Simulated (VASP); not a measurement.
Rb4Sn:

```
Rb Sn
1.0
     6.66617    0.00000    0.00000
    -3.33308    5.77307    0.00000
     0.00000    0.00000    5.64039
Rb Sn
4 1
Direct
  0.50000 0.00000 0.50000
  0.00000 0.50000 0.50000
  0.50000 0.50000 0.50000
  0.00000 0.00000 0.00000
  0.00000 0.00000 0.50000
```

The cell was built from a structure type or drawn by symmetry, and may not be a known phase.

```yaml
Program: VASP 6.6.1
Task: relaxation of cell and atoms
Functional: PBE
Potentials_or_basis: VASP PAW PBE potentials, release 64 (Rb_sv, Sn_d)
Cutoff: 600 eV
k_mesh: 3 × 3 × 4
Occupations: gaussian, width 0.1 eV
Spin: no spin polarisation
```

At the start: pressure 9.9 GPa; volume 43.41 Å³/atom.

Q: Where does the relaxation end?

A: Over 6 steps the energy falls by 701.2 meV/atom and the volume is 82.42 Å³/atom (+89.9 %); space group P6/mmm (No. 191, to 0.1 Å) before and after.

Step by step:
```
step  energy change (eV)  largest force (eV/Å)  pressure (GPa)  volume (Å³)
   1              0.0000                0.0000            9.89       217.07
   2             -3.0004                0.0000            2.05       312.57
   3             -3.3981                0.0000            0.74       360.52
   4             -3.4186                0.0000           -0.43       470.66
   5             -3.5036                0.0000           -0.08       420.98
   6             -3.5059                0.0000            0.00       412.12
```

Final structure:
```
Rb Sn
1.0
     8.22524    0.00000    0.00000
    -4.11262    7.12327    0.00000
     0.00000    0.00000    7.03394
Rb Sn
4 1
Cartesian
  4.1126 0.0000 3.5170
  -2.0563 3.5616 3.5170
  2.0563 3.5616 3.5170
  0.0000 0.0000 0.0000
  0.0000 0.0000 3.5170
```

Caveat: the k points lie up to 0.29 Å⁻¹ apart in the final cell; the volume moved by over 15 % at a fixed basis, so the end points are rough.
